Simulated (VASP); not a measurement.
Here is a VASP 6.6.1 calculation.

INCAR

```
PREC     = Accurate       # precision mode
ENCUT    = 520            # plane-wave cutoff, eV
EDIFF    = 1E-6           # SCF threshold, eV
ISMEAR   = 0              # smearing method
SIGMA    = 0.15           # smearing width, eV
LREAL    = F              # projectors in reciprocal space
LASPH    = T              # aspherical terms in the spheres
NELM     = 60             # most SCF steps
ALGO     = Fast           # electronic algorithm
ISIF     = 2              # what is computed and relaxed
LWAVE    = F              # write WAVECAR
LCHARG   = F              # write CHGCAR
GGA      = PS             # functional
NBANDS   = 66             # bands
```

The input KPOINTS:

```
Automatic mesh
0
Gamma
  9 9 9
```

Contents of POSCAR:

```
Ge
1.0
    5.0470000000      2.9138868086      1.9526984758
   -5.0470000000      2.9138868086      1.9526984758
    0.0000000000     -5.8277736172      1.9526984758
Ge
8
Direct
    0.7160166262      0.7160166262      0.7160166262
    0.2839833738      0.2839833738      0.2839833738
    0.0302911486      0.7262027915      0.5337905696
    0.5337905696      0.0302911486      0.7262027915
    0.7262027915      0.5337905696      0.0302911486
    0.9697088514      0.2737972085      0.4662094304
    0.4662094304      0.9697088514      0.2737972085
    0.2737972085      0.4662094304      0.9697088514
```

Potentials or basis: VASP PAW PBE potentials, release 64 (Ge_d).

Launch:

```console
$ cat potpaw_PBE.64/Ge_d/POTCAR > POTCAR
$ mpirun -np 1 vasp_std > vasp.out
```

Problem. Predict the band gap on the k mesh.

Solution. Zero (bands 56 and 57 overlap by 0.46 eV).

Problem. Predict the pressure.

Solution. -3.2 GPa.

Forces in eV/Å, atoms in the order of the input:
```
Ge   0.000  0.000  0.109
Ge   0.000  0.000 -0.109
Ge   0.088 -0.160 -0.095
Ge   0.095  0.156 -0.095
Ge  -0.183  0.004 -0.095
Ge  -0.088  0.160  0.095
Ge  -0.095 -0.156  0.095
Ge   0.183 -0.004  0.095
```

Caveat: the cell stands under tension; semilocal functionals underestimate gaps, so a narrow gap can read as zero; the PAW data sets were made with another functional, which shifts forces and pressure a little.
